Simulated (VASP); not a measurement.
# Ir (I4/mmm) in VASP: notebook

Ir is run at these levels: PBEsol; tasks: electric field gradients.

All numbers are computed with VASP 6.6.1; they aren't measurements. Logs are shortened: lines on timing, memory, paths and dates and some standing lists are left out, and cuts for length are marked.

## Step 1: The cell of the first run

The structure is tetragonal, space group I4/mmm (No. 139). The conventional cell has a = 2.715 Å, b = 2.715 Å, c = 3.724 Å, α = 90.00°, β = 90.00°, γ = 90.00°. Ir (site symmetry 4/mmm) has 12 Ir at 2.67 to 2.71 Å within 3.5 Å.

## Step 2: Electric field gradients, PBEsol (zz strain of -3 %)

File INCAR:

```
PREC = Accurate
ENCUT = 520
EDIFF = 1E-8
ISMEAR = -1
SIGMA = 0.05
LREAL = False
LASPH = True
NELM = 60
ALGO = Normal
ISIF = 2
LWAVE = False
LCHARG = False
GGA = PS
LEFG = True
NBANDS = 10
```

File KPOINTS:

```
regular mesh
0
Gamma
  15 15 15
```

File POSCAR:

```
Ir
1.0
    0.0000000000      1.9197000000      1.8621090000
    1.9197000000      0.0000000000      1.8621090000
    1.9197000000      1.9197000000      0.0000000000
Ir
1
Direct
    0.0000000000      0.0000000000      0.0000000000
```

Potentials or basis: VASP PAW PBE potentials, release 64 (Ir).

Started as:

```sh
cat potpaw_PBE.64/Ir/POTCAR > POTCAR
mpirun -np 1 vasp_std > vasp.out
```

OUTCAR:

```text
PREC = Accurate
   ENCUT = 520
   EDIFF = 1E-8
   ISMEAR = -1
   LREAL = False
   LASPH = True
   NELM = 60
   ISIF = 2
   GGA = PS

 ion  position               nearest neighbor table
   1  0.000  0.000  0.000-

  LATTYP: Found a body centered tetragonal cell.
 ALAT       =     2.7148657757
 C/A-ratio  =     1.3717871555

  Lattice vectors:

 A1 = (   0.0000000000,  -1.9197000000,  -1.8621090000)
 A2 = (   0.0000000000,   1.9197000000,  -1.8621090000)
 A3 = (   1.9197000000,   0.0000000000,   1.8621090000)

Analysis of symmetry for initial positions (statically):
=====================================================================
 Subroutine PRICEL returns:
 Original cell was already a primitive cell.

 Routine SETGRP: Setting up the symmetry group for a
 body centered tetragonal supercell.

 Subroutine GETGRP returns: Found 16 space group operations
 (whereof 16 operations were pure point group operations)
 out of a pool of 16 trial point group operations.

The static configuration has the point symmetry D_4h.

Analysis of symmetry for dynamics (positions and initial velocities):
=====================================================================
 Subroutine PRICEL returns:
 Original cell was already a primitive cell.

 Routine SETGRP: Setting up the symmetry group for a
 body centered tetragonal supercell.

 Subroutine GETGRP returns: Found 16 space group operations
 (whereof 16 operations were pure point group operations)
 out of a pool of 16 trial point group operations.

The dynamic configuration has the point symmetry D_4h.

 Subroutine INISYM returns: Found 16 space group operations
 (whereof 16 operations are pure point group operations),
 and found     1 'primitive' translations

----------------------------------------------------------------------------------------

                                     Primitive cell

  volume of cell :      13.7247

  direct lattice vectors                    reciprocal lattice vectors
[... 121 lines left out ...]

 number of electron       9.0000001 magnetization

 Free energy of the ion-electron system (eV)
  ---------------------------------------------------
  ext. energy  EPLUGINS =         0.00000000
  ---------------------------------------------------
  free energy    TOTEN  =        -9.80651292 eV

  energy without entropy =       -9.79886978  energy(sigma->0) =       -9.80269135

 E-fermi :  10.8330     XC(G=0): -14.2803

 val. band max:       10.8189604745   @ k =  -0.3333  -0.0000   0.3333
 cond. band min:      10.8349751618   @ k =  -0.3333   0.2667   0.0667
 fundamental gap:      0.0160146873
 Fermi energy:        10.8329854501

 k-point     1 :       0.0000    0.0000    0.0000
  band No.  band energies     occupation
      1      -0.7403      2.00000
      2       6.5642      2.00000
      3       6.5642      2.00000
      4       6.9682      2.00000
      5       9.2609      2.00000
      6       9.8053      2.00000
      7      25.0538      0.00000
      8      30.4540      0.00000
      9      30.4540      0.00000
     10      31.5002      0.00000
[... 287 lines left out ...]
 k-point    24 :       0.2000    0.1333    0.0000
  band No.  band energies     occupation
      1       1.0203      2.00000
      2       5.7294      2.00000
      3       7.4743      2.00000
      4       7.4798      2.00000
      5       8.6450      2.00000
      6       9.8240      2.00000
      7      27.8393      0.00000
      8      28.0109      0.00000
      9      31.0856      0.00000
     10      31.7032      0.00000

 [... further k-points ...]

------------------------ aborting loop because EDIFF is reached ----------------------------------------

  FORCE on cell =-STRESS in cart. coord.  units (eV):
  Direction    XX          YY          ZZ          XY          YZ          ZX
  --------------------------------------------------------------------------------------
  -------------------------------------------------------------------------------------
  Total        0.5749796      0.5749796      1.6502473      0.0000000      0.0000000     -0.0000000
  in kB       67.1214259     67.1214259    192.6450201      0.0000000      0.0000000     -0.0000000
  external PRESSURE =     108.9626239 kB  Pullay stress =       0.0000000 kB

 VOLUME and BASIS-vectors are now :
 -----------------------------------------------------------------------------
  energy-cutoff  :      520.00
  volume of cell :       13.72
      direct lattice vectors                 reciprocal lattice vectors
     0.000000000  1.919700000  1.862109000    -0.260457363  0.260457363  0.268512745
     1.919700000  0.000000000  1.862109000     0.260457363 -0.260457363  0.268512745
     1.919700000  1.919700000  0.000000000     0.260457363  0.260457363 -0.268512745

 POSITION                                       TOTAL-FORCE (eV/Angst)
 -----------------------------------------------------------------------------------
      0.00000      0.00000      0.00000        -0.000000      0.000000      0.000000
 -----------------------------------------------------------------------------------
    total drift:                                0.000000     -0.000000     -0.000000

  FREE ENERGIE OF THE ION-ELECTRON SYSTEM (eV)
  ---------------------------------------------------
  free  energy   TOTEN  =        -9.8065129155 eV

  energy  without entropy=       -9.7988697806  energy(sigma->0) =       -9.80269135

 Electric field gradients (V/A^2)
---------------------------------------------------------------------
 ion       V_xx      V_yy      V_zz      V_xy      V_xz      V_yz
---------------------------------------------------------------------
   1      10.740    10.740   -21.480     0.000     0.000     0.000
---------------------------------------------------------------------

 Electric field gradients after diagonalization (V/A^2)
 (convention: |V_zz| > |V_xx| > |V_yy|)
----------------------------------------------------------------------
 ion       V_xx      V_yy      V_zz     asymmetry (V_yy - V_xx)/ V_zz
----------------------------------------------------------------------
   1      10.740    10.740   -21.480       0.000
----------------------------------------------------------------------

           NMR quadrupolar parameters

 Cq : quadrupolar parameter    Cq=e*Q*V_zz/h
 eta: asymmetry parameters     (V_yy - V_xx)/ V_zz
 Q  : nuclear electric quadrupole moment in mb (millibarn)
----------------------------------------------------------------------
 ion       Cq(MHz)       eta       Q (mb)
----------------------------------------------------------------------
   1      -0.052       0.000       1.000
----------------------------------------------------------------------
```

Wall time 51 s (1 thread of Intel Xeon 8259CL, shared host); peak memory 0.16 GiB.

Results:

```yaml
Free_energy: -9.8065 eV
Pressure: 10.9 GPa
Band_gap_on_the_k_mesh: zero (an odd number of electrons rules out a gap without spin polarisation)
Largest_electric_field_gradient_by_atom: Ir -21.5 V/Å²
```

Electric field gradients, principal values (V/Å²):
```
atom   least  middle  greatest (by size)
1 Ir  10.740  10.740             -21.480
```

Caveat: the cell differs from its parent crystal (zz strain of -3 %); the cell stands under pressure; without QUAD_EFG the Cq values of the log hold for a quadrupole moment of 1 mb, not for the nuclei; the PAW data sets were made with another functional, which shifts forces and pressure a little; spin-orbit coupling is left out, which moves the levels of the heavy elements.

## Step 3: Electric field gradients, PBEsol (zz strain of -3 %)

File INCAR:

```
SYSTEM = Ir
ALGO = Normal
EDIFF = 1E-8
ENCUT = 520
GGA = PS
ISIF = 2
ISMEAR = -1
LASPH = .True.
LCHARG = .False.
LEFG = .True.
LREAL = .False.
LWAVE = .False.
NBANDS = 10
NELM = 80
PREC = Accurate
SIGMA = 0.05
```

File KPOINTS:

```
k-points
0
Gamma
  15 15 15
  0 0 0
```

POSCAR is that of step 2.

Potentials or basis: VASP PAW PBE potentials, release 64 (Ir).

Started as:

```sh
cat potpaw_PBE.64/Ir/POTCAR > POTCAR
mpirun -np 1 vasp_std > vasp.out
```

OUTCAR:

```text
SYSTEM = Ir
   EDIFF = 1E-8
   ENCUT = 520
   GGA = PS
   ISIF = 2
   ISMEAR = -1
   LASPH = .True.
   LREAL = .False.
   NELM = 80
   PREC = Accurate

 ion  position               nearest neighbor table
   1  0.000  0.000  0.000-

  LATTYP: Found a body centered tetragonal cell.
 ALAT       =     2.7148657757
 C/A-ratio  =     1.3717871555

  Lattice vectors:

 A1 = (   0.0000000000,  -1.9197000000,  -1.8621090000)
 A2 = (   0.0000000000,   1.9197000000,  -1.8621090000)
 A3 = (   1.9197000000,   0.0000000000,   1.8621090000)

Analysis of symmetry for initial positions (statically):
=====================================================================
 Subroutine PRICEL returns:
 Original cell was already a primitive cell.

 Routine SETGRP: Setting up the symmetry group for a
 body centered tetragonal supercell.

[... 493 lines left out ...]

 VOLUME and BASIS-vectors are now :
 -----------------------------------------------------------------------------
  energy-cutoff  :      520.00
  volume of cell :       13.72
      direct lattice vectors                 reciprocal lattice vectors
     0.000000000  1.919700000  1.862109000    -0.260457363  0.260457363  0.268512745
     1.919700000  0.000000000  1.862109000     0.260457363 -0.260457363  0.268512745
     1.919700000  1.919700000  0.000000000     0.260457363  0.260457363 -0.268512745

 POSITION                                       TOTAL-FORCE (eV/Angst)
 -----------------------------------------------------------------------------------
      0.00000      0.00000      0.00000        -0.000000      0.000000      0.000000
 -----------------------------------------------------------------------------------
    total drift:                                0.000000     -0.000000     -0.000000

  FREE ENERGIE OF THE ION-ELECTRON SYSTEM (eV)
  ---------------------------------------------------
  free  energy   TOTEN  =        -9.8065129155 eV

  energy  without entropy=       -9.7988697806  energy(sigma->0) =       -9.80269135

 Electric field gradients (V/A^2)
---------------------------------------------------------------------
 ion       V_xx      V_yy      V_zz      V_xy      V_xz      V_yz
---------------------------------------------------------------------
   1      10.740    10.740   -21.480     0.000     0.000     0.000
---------------------------------------------------------------------

 Electric field gradients after diagonalization (V/A^2)
 (convention: |V_zz| > |V_xx| > |V_yy|)
----------------------------------------------------------------------
 ion       V_xx      V_yy      V_zz     asymmetry (V_yy - V_xx)/ V_zz
----------------------------------------------------------------------
   1      10.740    10.740   -21.480       0.000
----------------------------------------------------------------------

           NMR quadrupolar parameters

 Cq : quadrupolar parameter    Cq=e*Q*V_zz/h
 eta: asymmetry parameters     (V_yy - V_xx)/ V_zz
 Q  : nuclear electric quadrupole moment in mb (millibarn)
----------------------------------------------------------------------
 ion       Cq(MHz)       eta       Q (mb)
----------------------------------------------------------------------
   1      -0.052       0.000       1.000
----------------------------------------------------------------------
```

Run time: 53 s. Hardware: 1 thread of Intel Xeon 8259CL, shared host; peak memory 0.16 GiB.

What came out:

```
Free energy                             : -9.8065 eV
Pressure                                : 10.9 GPa
Band gap on the k mesh                  : zero (an odd number of electrons rules out a gap without spin polarisation)
Largest electric field gradient by atom : Ir -21.5 V/Å²
```

Levels at points of the mesh, in eV from the Fermi level:
```csv
k point,band 1,band 2,band 3,band 4,band 5,band 6,band 7,band 8,band 9
"(0.00, 0.00, 0.00)",-11.57,-4.27,-4.27,-3.86,-1.57,-1.03,14.22,19.62,19.62
```

Electric field gradients, principal values (V/Å²):
| atom | least | middle | greatest (by size) |
| --- | --- | --- | --- |
| 1 Ir | 10.740 | 10.740 | -21.480 |

Caveat: the cell differs from its parent crystal (zz strain of -3 %); the cell stands under pressure; without QUAD_EFG the Cq values of the log hold for a quadrupole moment of 1 mb, not for the nuclei; the PAW data sets were made with another functional, which shifts forces and pressure a little; spin-orbit coupling is left out, which moves the levels of the heavy elements.
